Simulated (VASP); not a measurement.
Runs of VASP 6.6.1 on Al. The structure is that of space group I4/mmm (No. 139), or close to it. The cells are those of the table. 

```csv
cell,gap on the mesh (eV),pressure (GPa)
"a = 2.761, b = 2.761, c = 2.964 Å, angles 57.5, 57.5, 65.0°, 1 atom",none,1.1
"a = 2.733, b = 2.733, c = 2.837 Å, angles 58.7, 58.7, 62.5°, 1 atom",none,5.9
"a = 2.745, b = 2.745, c = 3.286 Å, angles 53.2, 53.2, 73.5°, 1 atom",none,1.9
"a = 2.957, b = 2.957, c = 2.721 Å, angles 62.6, 62.6, 54.8°, 1 atom",none,-2.1
"a = 2.885, b = 2.885, c = 3.196 Å, angles 56.4, 56.4, 67.3°, 1 atom",none,(c)
"a = 2.854, b = 2.854, c = 2.626 Å, angles 62.6, 62.6, 54.8°, 1 atom",none,7.8
"a = 2.793, b = 2.793, c = 3.095 Å, angles 56.4, 56.4, 67.3°, 1 atom",none,(a)
"a = 2.906, b = 2.906, c = 2.674 Å, angles 62.6, 62.6, 54.8°, 1 atom",none,(b)
```

Alike in all rows: task single point; level PBE+D3(BJ); potentials or basis VASP PAW PBE potentials, release 64 (Al); no spin polarisation; k mesh 22 × 22 × 22; cutoff (eV) 520; smearing gaussian 0.15 eV.

Question: Estimate the missing entries.

Answer: (a) -2.3; (b) 2.2; (c) -7.5.

Caveats: pairwise dispersion overbinds metals, which lowers pressure and volume.

A gap of «none» marks levels without a gap at the run's occupations.
